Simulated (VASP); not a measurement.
Here is a VASP 6.6.1 calculation.

INCAR

```
PREC = Accurate
ENCUT = 520
EDIFF = 1E-7
ISMEAR = 0
SIGMA = 0.2
LREAL = False
LASPH = True
NELM = 60
ALGO = Normal
ISIF = 2
LWAVE = False
LCHARG = False
GGA = PE
NBANDS = 55
```

Contents of KPOINTS:

```
Automatic mesh
0
Gamma
  6 6 2
```

POSCAR

```
La2N3O
1.0
   -4.0892737221      0.0015433996     -0.0120137658
    0.0049339710     -4.4444727060      0.0940550063
    1.2628621853      0.4745265982     13.7447018758
La N O
4 6 2
Direct
    0.4482025518      0.2854484537      0.4200632496
    0.9482166121      0.7837915871      0.9200851575
    0.9038920644      0.7795069507      0.2638343133
    0.4038522301      0.2780491433      0.7638467961
    0.5310576486      0.7809692139      0.0680915423
    0.0309914326      0.2815890928      0.5680871031
    0.3252266998      0.7794445948      0.1215279578
    0.8251914763      0.2794628693      0.6215250141
    0.9235170837      0.2817981228      0.3274129511
    0.4235623167      0.7801558342      0.8273864584
    0.4306425598      0.7832092771      0.3615631190
    0.9306483941      0.2815778301      0.8615773275
```

Potentials or basis: VASP PAW PBE potentials, release 64 (La, N, O).

Run with:

```console
$ cat potpaw_PBE.64/La/POTCAR potpaw_PBE.64/N/POTCAR potpaw_PBE.64/O/POTCAR > POTCAR
$ mpirun -np 1 vasp_std > vasp.out
```

Q: What does it give for the pressure?

A: 0.2 GPa.

Q: Estimate the largest force.

A: 0.675 eV/Å.

Forces on the atoms (eV/Å):
```
La   0.008  0.001 -0.010
La   0.008 -0.002 -0.012
La  -0.007 -0.001  0.010
La  -0.008  0.001  0.009
N   -0.521 -0.018 -0.424
N   -0.522 -0.019 -0.424
N    0.521  0.018  0.427
N    0.522  0.020  0.428
N   -0.001  0.001 -0.004
N    0.001  0.000  0.000
O    0.000  0.000 -0.001
O    0.000 -0.001  0.000
```

Caveat: the standard files for N, O and F lose accuracy on very short bonds.
